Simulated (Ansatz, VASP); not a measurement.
Pb: VASP beside Ansatz

INCAR

```
AGGAC = 1.0
AGGAX = 1.0
ALDAC = 0.0
ALDAX = 1.0
ALGO = Normal
EDIFF = 1E-6
ENCUT = 520
GGA = B5
ISIF = 2
ISMEAR = -1
LASPH = True
LCHARG = False
LREAL = False
LWAVE = False
NBANDS = 13
NELM = 60
PREC = Accurate
SIGMA = 0.1
```

KPOINTS

```
k-points
0
Gamma
  15 15 15
```

File POSCAR:

```
Pb
1.0
    3.3887697902      0.0000000000      0.0000000000
    0.0000000000      3.3887697902      0.0000000000
    0.0000000000      0.0000000000      3.3887697902
Pb
1
Direct
    0.0000000000      0.0000000000      0.0000000000
```

Input for Ansatz:

```yaml
crystal:
  lattice:
    - [3.3887697902, 0.0, 0.0]
    - [0.0, 3.3887697902, 0.0]
    - [0.0, 0.0, 3.3887697902]
  atoms:
    - { symbol: Pb, position: [0.0, 0.0, 0.0] }
hamiltonian:
  xc: blyp
  pseudopotentials:
    kind: paw
    azcp:
      Pb: "pseudopotentials/Pb.paw.azcp"
basis:
  ecutwfc: 420
  fft_grid_basis: typed
kpoints:
  mp_grid: { grid: [15, 15, 15], shift: [0, 0, 0] }
magnetization:
  spin_polarized: false
scf:
  occupations: { method: fermi_dirac, width: 0.1 }
output:
  stress: true
```

Alike in both runs: task single point; functional BLYP; k mesh 15 × 15 × 15; occupations fermi-dirac, width 0.1 eV; no spin polarisation.

|  | VASP | Ansatz |
| --- | --- | --- |
| version | VASP 6.6.1 | Ansatz 0.2.0 |
| potentials or method | VASP PAW PBE potentials, release 64 (Pb_d), cutoff 520 eV | plane waves (420 eV) with PAW, scalar-relativistic |
| valence electrons in the cell | 14 | 14 |

```csv
,VASP,Ansatz,Ansatz less VASP
pressure (GPa),-0.9,-0.9,-0.02
```

VASP's potentials were made for PBE, not for BLYP. With one functional, cell and mesh, what is left measures potentials, basis and numerics.

Spin-orbit coupling is off throughout.
